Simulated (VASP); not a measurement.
# HfSi3O2 (Cm) in VASP: single point with PBE

Aim: the single point of HfSi3O2 with PBE.

Program: VASP 6.6.1. These are calculated values, not measurements. Logs are shortened: lines on timing, memory, paths and dates and some standing lists are left out, and cuts for length are marked.

## Step 1: The cell of the first run

It takes space group Cm (No. 8, monoclinic). The conventional cell has a = 10.633 Å, b = 4.023 Å, c = 7.059 Å, α = 90.00°, β = 129.42°, γ = 90.00°. Within 2.6 Å of Hf (site symmetry m) lie 3 O at 1.92 to 2.07 Å. Within 3.1 Å of Si (site symmetry m) lie 3 Si at 2.32 to 2.39 Å and 1 Hf at 2.77 Å. Within 2.4 Å of Si (site symmetry m) lie 1 O at 1.81 Å and 2 Si at 2.32 to 2.39 Å. Si (site symmetry m) has 1 O at 1.70 Å within 2.3 Å. O (site symmetry m) has 1 Si at 1.81 Å and 2 Hf at 2.07 Å within 2.4 Å. Within 2.3 Å of O (site symmetry m) lie 1 Si at 1.70 Å and 1 Hf at 1.92 Å.

## Step 2: Single point, PBE

INCAR reads:

```
PREC = Accurate
ENCUT = 520
EDIFF = 1E-6
ISMEAR = 0
SIGMA = 0.1
LREAL = F
LASPH = T
NELM = 80
ALGO = Normal
ISIF = 2
LWAVE = F
LCHARG = F
GGA = PE
NBANDS = 26
```

KPOINTS reads:

```
Automatic mesh
0
Gamma
  8 8 6
```

POSCAR reads:

```
HfSi3O2
1.0
    5.3165062178     -2.0117345647      0.0068110016
    5.3165062178      2.0117345647      0.0068110016
   -4.4896772392      0.0000000000      5.4474505777
Hf Si O
1 3 2
Direct
    0.4085124008      0.4085124008      0.6062526434
    0.3692830759      0.3692830759      0.1791457526
    0.0896922419      0.0896922419      0.9552761554
    0.9909818709      0.9909818709      0.1796804391
    0.9603232472      0.9603232472      0.6247214334
    0.1812082033      0.1812082033      0.4549256961
```

Potentials or basis: VASP PAW PBE potentials, release 64 (Hf_pv, Si, O).

Run with:

```console
> cat potpaw_PBE.64/Hf_pv/POTCAR potpaw_PBE.64/Si/POTCAR potpaw_PBE.64/O/POTCAR > POTCAR
> mpirun -np 1 vasp_std > vasp.out
```

OUTCAR:

```text
PREC = Accurate
   ENCUT = 520
   EDIFF = 1E-6
   ISMEAR = 0
   LREAL = F
   LASPH = T
   NELM = 80
   ISIF = 2
   GGA = PE

 ion  position               nearest neighbor table
   1  0.409  0.409  0.606-   6 1.92   5 2.07   5 2.07   2 2.77   3 2.79   3 2.79   4 3.43
   2  0.369  0.369  0.179-   3 2.32   4 2.39   4 2.39   1 2.77
   3  0.090  0.090  0.955-   5 1.81   2 2.32   4 2.39   1 2.79   1 2.79
   4  0.991  0.991  0.180-   6 1.70   2 2.39   2 2.39   3 2.39   1 3.43
   5  0.960  0.960  0.625-   3 1.81   1 2.07   1 2.07
   6  0.181  0.181  0.455-   4 1.70   1 1.92

  LATTYP: Found a base centered monoclinic cell.
 ALAT       =    10.6330211612
 B/A-ratio  =     0.3783937856
 C/A-ratio  =     0.6638915332
 COS(beta)  =    -0.6350170172

  Lattice vectors:

 A1 = (   5.3165062178,  -2.0117345647,   0.0068110016)
 A2 = (   5.3165062178,   2.0117345647,   0.0068110016)
 A3 = (  -4.4896772392,   0.0000000000,   5.4474505777)

Analysis of symmetry for initial positions (statically):
=====================================================================
 Subroutine PRICEL returns:
 Original cell was already a primitive cell.

 Routine SETGRP: Setting up the symmetry group for a
 base centered monoclinic supercell.

 Subroutine GETGRP returns: Found  2 space group operations
 (whereof  2 operations were pure point group operations)
 out of a pool of  4 trial point group operations.

The static configuration has the point symmetry C_1h.

Analysis of symmetry for dynamics (positions and initial velocities):
=====================================================================
 Subroutine PRICEL returns:
 Original cell was already a primitive cell.

 Routine SETGRP: Setting up the symmetry group for a
 base centered monoclinic supercell.

 Subroutine GETGRP returns: Found  2 space group operations
 (whereof  2 operations were pure point group operations)
 out of a pool of  4 trial point group operations.

The dynamic configuration has the point symmetry C_1h.

 Subroutine INISYM returns: Found  2 space group operations
 (whereof  2 operations are pure point group operations),
 and found     1 'primitive' translations

----------------------------------------------------------------------------------------

                                     Primitive cell

  volume of cell :     116.6484

  direct lattice vectors                    reciprocal lattice vectors
     5.316506218 -2.011734565  0.006811002     0.093947530 -0.248541735  0.077429631
     5.316506218  2.011734565  0.006811002     0.093947530  0.248541735  0.077429631
    -4.489677239  0.000000000  5.447450578    -0.000234927  0.000000000  0.183378489

  length of vectors
     5.684396249  5.684396249  7.059172721     0.276757078  0.276757078  0.183378639

  position of ions in fractional coordinates (direct lattice)
     0.408512401  0.408512401  0.606252643
     0.369283076  0.369283076  0.179145753
     0.089692242  0.089692242  0.955276155
     0.990981871  0.990981871  0.179680439
     0.960323247  0.960323247  0.624721433
     0.181208203  0.181208203  0.454925696

  ion indices of the primitive-cell ions
   primitive index   ion index
                 1           1
                 2           2
                 3           3
                 4           4
                 5           5
                 6           6

----------------------------------------------------------------------------------------

 KPOINTS: Automatic mesh

Automatic generation of k-mesh.
 Grid dimensions read from file:
 generate k-points for:    8    8    6

 Generating k-lattice:

  Cartesian coordinates                     Fractional coordinates (reciprocal lattice)
     0.011743441 -0.031067717  0.009678704     0.125000000  0.000000000  0.000000000
     0.011743441  0.031067717  0.009678704     0.000000000  0.125000000  0.000000000
    -0.000039155  0.000000000  0.030563081     0.000000000  0.000000000  0.166666667

  Length of vectors
     0.034594635  0.034594635  0.030563107

  Shift w.r.t. Gamma in fractional coordinates (k-lattice)
     0.000000000  0.000000000  0.000000000

 Subroutine IBZKPT returns following result:
 ===========================================

 Found    114 irreducible k-points:

 Following reciprocal coordinates:
            Coordinates               Weight
  0.000000  0.000000  0.000000      1.000000
  0.125000 -0.000000 -0.000000      4.000000
  0.250000 -0.000000 -0.000000      4.000000
  0.375000 -0.000000 -0.000000      4.000000
  0.500000 -0.000000 -0.000000      2.000000
  0.125000  0.125000 -0.000000      2.000000
[... 16 lines left out ...]
  0.125000 -0.000000  0.166667      4.000000
  0.250000 -0.000000  0.166667      4.000000
 [... further k-points ...]
   k-points           NKPTS =    114   k-points in BZ     NKDIM =    114   number of bands    NBANDS=     26
   number of dos      NEDOS =    301   number of ions     NIONS =      6
   total plane-waves  NPLWV =  95256
   dimension x,y,z NGX =    42 NGY =   42 NGZ =   54
   dimension x,y,z NGXF=    84 NGYF=   84 NGZF=  108
   ions per type =               1   3   2
   NGX,Y,Z   is equivalent  to a cutoff of  12.28, 12.28, 12.72 a.u.
   NGXF,Y,Z  is equivalent  to a cutoff of  24.57, 24.57, 25.43 a.u.
 SYSTEM =  unknown system
   PREC   = accura    normal or accurate (medium, high low for compatibility)
   ISTART =      0    job   : 0-new  1-cont  2-samecut
   ICHARG =      2    charge: 1-file 2-atom 10-const
   ISPIN  =      1    spin polarized calculation?
   LNONCOLLINEAR =      F non collinear calculations
   LSORBIT =      F    spin-orbit coupling
   LASPH  =      T    aspherical Exc in radial PAW
   ENCUT  =  520.0 eV  38.22 Ry    6.18 a.u.  10.57 10.57 13.13*2*pi/ulx,y,z
   NELM   =     80;   NELMIN=  2; NELMDL= -5     # of ELM steps
   EDIFF  = 0.1E-05   stopping-criterion for ELM
   LREAL  =      F    real-space projection
   EDIFFG = 0.1E-04   stopping-criterion for IOM
   NSW    =      0    number of steps for IOM
   IBRION =     -1    ionic relax: 0-MD 1-quasi-New 2-CG
   NFREE  =      0    steps in history (QN), initial steepest desc. (CG)
   ISIF   =      2    stress and relaxation
   ISYM   =      2    0-nonsym 1-usesym 2-fastsym
   POTIM  = 0.5000    time-step for ionic-motion
   TEBEG  =    0.0;   TEEND  =   0.0 temperature during run
   PSTRESS=    0.0 pullay stress
   NELECT =      34.0000    total number of electrons
   NUPDOWN=      -1.0000    fix difference up-down
   EMIN   =  10.00;   EMAX   =-10.00  energy-range for DOS
   EFERMI =   0.00;   METHOD = LEGACY
   ISMEAR =     0;   SIGMA  =   0.10  broadening in eV -4-tet -1-fermi 0-gaus
   EFERMI_NEDOS =   21; number of points for ismear=-14 and -15
   IALGO  =     38    algorithm
   IMIX   =      4    mixing-type and parameters
     AMIX     =   0.40;   BMIX     =  1.00
     AMIX_MAG =   1.60;   BMIX_MAG =  1.00
  volume/ion in A,a.u.               =      19.44       131.20
  Fermi-wavevector in a.u.,A,eV,Ry     =   1.085446  2.051196 16.030292  1.178193
  Thomas-Fermi vector in A             =   2.221560
   LORBIT       =      0    0 simple, 1 ext, 2 COOP (PROOUT), +10 PAW based schemes
   GGA     = PE    functional components
   LHFCALC =     F    Hartree Fock is set to
   AEXX    =    0.0000 exact exchange contribution
   IVDW    =     0    specifies the selected vdW correction
   LEPSILON=     F    determine dielectric tensor
   LRPA    =     F    only Hartree local field effects (RPA)
 non-spin polarized calculation
 Gauss-broadening in eV      SIGMA  =   0.10
  energy-cutoff  :      520.00
  volume of cell :      116.65
 maximum number of plane-waves:      3170
   NGX = 21   NGY = 21   NGZ = 27

 number of electron      34.0000001 magnetization

 Free energy of the ion-electron system (eV)
  ---------------------------------------------------
  ext. energy  EPLUGINS =         0.00000000
  ---------------------------------------------------
  free energy    TOTEN  =       -43.21606135 eV

  energy without entropy =      -43.21456104  energy(sigma->0) =      -43.21531119

 E-fermi :   4.3843     XC(G=0):  -9.0147

 val. band max:        4.3483364561   @ k =   0.3750   0.3750   0.5000
 cond. band min:       4.3909652987   @ k =   0.5000   0.5000   0.5000
 fundamental gap:      0.0426288426
 Fermi energy:         4.3842691224

 k-point     1 :       0.0000    0.0000    0.0000
  band No.  band energies     occupation
      1     -27.7065      2.00000
      2     -27.4121      2.00000
      3     -27.2216      2.00000
      4     -16.6022      2.00000
      5     -15.6236      2.00000
      6      -6.2152      2.00000
[... 18 lines left out ...]
     25       9.2851      0.00000
     26       9.5806      0.00000

 k-point     2 :       0.1250   -0.0000   -0.0000
  band No.  band energies     occupation
      1     -27.7055      2.00000
      2     -27.4408      2.00000
      3     -27.2206      2.00000
      4     -16.4825      2.00000
      5     -15.6194      2.00000
      6      -6.1200      2.00000
[... 18 lines left out ...]
     25       9.1132      0.00000
     26       9.4856      0.00000

 k-point     3 :       0.2500   -0.0000   -0.0000
  band No.  band energies     occupation
      1     -27.7025      2.00000
      2     -27.5092      2.00000
      3     -27.2182      2.00000
      4     -16.1847      2.00000
      5     -15.6101      2.00000
      6      -5.8475      2.00000
[... 18 lines left out ...]
     25       9.1731      0.00000
     26       9.7343      0.00000

 k-point     4 :       0.3750   -0.0000   -0.0000
  band No.  band energies     occupation
      1     -27.6986      2.00000
      2     -27.5768      2.00000
      3     -27.2159      2.00000
      4     -15.8702      2.00000
      5     -15.6042      2.00000
      6      -5.4616      2.00000
[... 18 lines left out ...]
     25       9.1282      0.00000
     26      10.2417      0.00000
[... 496 lines left out ...]
      1     -27.7066      2.00000
      2     -27.4121      2.00000
      3     -27.2217      2.00000
      4     -16.5997      2.00000
      5     -15.6248      2.00000
      6      -6.2748      2.00000
[... 18 lines left out ...]
     25       8.8341      0.00000
     26       9.9586      0.00000

 k-point    23 :       0.1250   -0.0000    0.1667
  band No.  band energies     occupation
      1     -27.7055      2.00000
      2     -27.4409      2.00000
      3     -27.2208      2.00000
      4     -16.4786      2.00000
      5     -15.6216      2.00000
      6      -6.2117      2.00000
[... 18 lines left out ...]
     25       9.1245      0.00000
     26       9.8889      0.00000

 k-point    24 :       0.2500   -0.0000    0.1667
  band No.  band energies     occupation
      1     -27.7026      2.00000
      2     -27.5092      2.00000
      3     -27.2184      2.00000
      4     -16.1795      2.00000
      5     -15.6135      2.00000
      6      -5.9560      2.00000
[... 18 lines left out ...]
     25       9.3854      0.00000
     26       9.8272      0.00000

 [... further k-points ...]
[... 5 lines left out ...]
  --------------------------------------------------------------------------------------
  -------------------------------------------------------------------------------------
  Total       -0.3269009     -0.5868800     -0.0625723      0.0000000      0.0000000     -0.0582416
  in kB       -4.4900177     -8.0608582     -0.8594372      0.0000000      0.0000000     -0.7999551
  external PRESSURE =      -4.4701044 kB  Pullay stress =       0.0000000 kB

 VOLUME and BASIS-vectors are now :
 -----------------------------------------------------------------------------
  energy-cutoff  :      520.00
  volume of cell :      116.65
      direct lattice vectors                 reciprocal lattice vectors
     5.316506218 -2.011734565  0.006811002     0.093947530 -0.248541735  0.077429631
     5.316506218  2.011734565  0.006811002     0.093947530  0.248541735  0.077429631
    -4.489677239  0.000000000  5.447450578    -0.000234927  0.000000000  0.183378489

 POSITION                                       TOTAL-FORCE (eV/Angst)
 -----------------------------------------------------------------------------------
      1.62184      0.00000      3.30810        -0.052026      0.000000     -0.040590
      3.12228      0.00000      0.98092        -0.000862      0.000000      0.009617
     -3.33518      0.00000      5.20504        -0.002931      0.000000      0.026657
      9.73042      0.00000      0.99230        -0.028214      0.000000     -0.034040
      7.40633      0.00000      3.41622        -0.059725      0.000000     -0.040241
     -0.11568      0.00000      2.48065         0.143759      0.000000      0.078597
 -----------------------------------------------------------------------------------
    total drift:                                0.000554     -0.000000     -0.000200

  FREE ENERGIE OF THE ION-ELECTRON SYSTEM (eV)
  ---------------------------------------------------
  free  energy   TOTEN  =       -43.2160613503 eV

  energy  without entropy=      -43.2145610377  energy(sigma->0) =      -43.21531119
```

Run time: 4.7 min. Hardware: 1 thread of Intel Xeon 6975P-C (Granite Rapids), shared host; peak memory 0.52 GiB.

What came out:

```yaml
Free_energy: -43.2161 eV
Pressure: -0.4 GPa
Largest_force: 0.164 eV/Å
```

Forces on the atoms (eV/Å):
```
Hf  -0.052  0.000 -0.041
Si  -0.001  0.000  0.010
Si  -0.003  0.000  0.027
Si  -0.028  0.000 -0.034
O   -0.060  0.000 -0.040
O    0.144  0.000  0.079
```

Stress tensor (GPa, compression positive):
```
-0.45  0.00 -0.08
 0.00 -0.81  0.00
-0.08  0.00 -0.09
```

Levels at points of the mesh, in eV from the Fermi level:
| k point | band 15 | band 16 | band 17 | band 18 | band 19 | band 20 |
| --- | --- | --- | --- | --- | --- | --- |
| (0.00, 0.00, 0.00) | -1.99 | -1.90 | -0.87 | 0.67 | 1.03 | 1.42 |
| (0.50, 0.00, 0.00) | -2.85 | -1.93 | -1.72 | 1.02 | 1.46 | 1.88 |
| (0.50, 0.50, 0.00) | -2.16 | -1.85 | -0.41 | 0.63 | 1.00 | 1.26 |
| (0.00, 0.00, 0.50) | -2.33 | -1.83 | -0.38 | 0.40 | 1.51 | 1.82 |
| (0.50, 0.00, 0.50) | -3.34 | -2.30 | -1.11 | 1.42 | 1.70 | 2.29 |
| (0.50, 0.50, 0.50) | -2.24 | -1.09 | 0.01 | 0.04 | 1.23 | 1.84 |

Caveat: spin-orbit coupling is left out, which moves the levels of the heavy elements.
